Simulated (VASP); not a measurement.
Co:

```
Co
1.0
     2.51900    0.00000    0.00000
    -1.25950    2.18152    0.00000
     0.00000    0.00000    4.09100
Co
2
Cartesian
  0.0000 1.4543 1.0228
  1.2595 0.7272 3.0682
```

Base run:

| Property | Result |
| --- | --- |
| Program | VASP 6.6.1 |
| Functional | PBE |
| Potentials or basis | VASP PAW PBE potentials, release 64 (Co) |
| Cutoff | 520 eV |
| k mesh | 19 × 19 × 10 |
| Occupations | fermi-dirac, width 0.08 eV |
| Spin | collinear spin, ferromagnetic start |
| Starting moments | [2.0, 2.0] μB |

Its results: pressure -7.2 GPa; net moment 3.27 μB per cell; site moments Co +1.66 μB.

**Question.** The run is repeated on the same cell with these changes: functional from PBE to r2SCAN; further incar settings from ALGO = Normal; EDIFF = 1e-06; NBANDS = 20 to ALGO = Normal; EDIFF = 1e-08; NBANDS = 20. What comes out?

**Answer.** Pressure -11.3 GPa; net moment 3.55 μB per cell; site moments Co +1.85 μB.

Caveats: the cell stands under tension; the PAW data sets were made with another functional, which shifts forces and pressure a little (at least some runs).
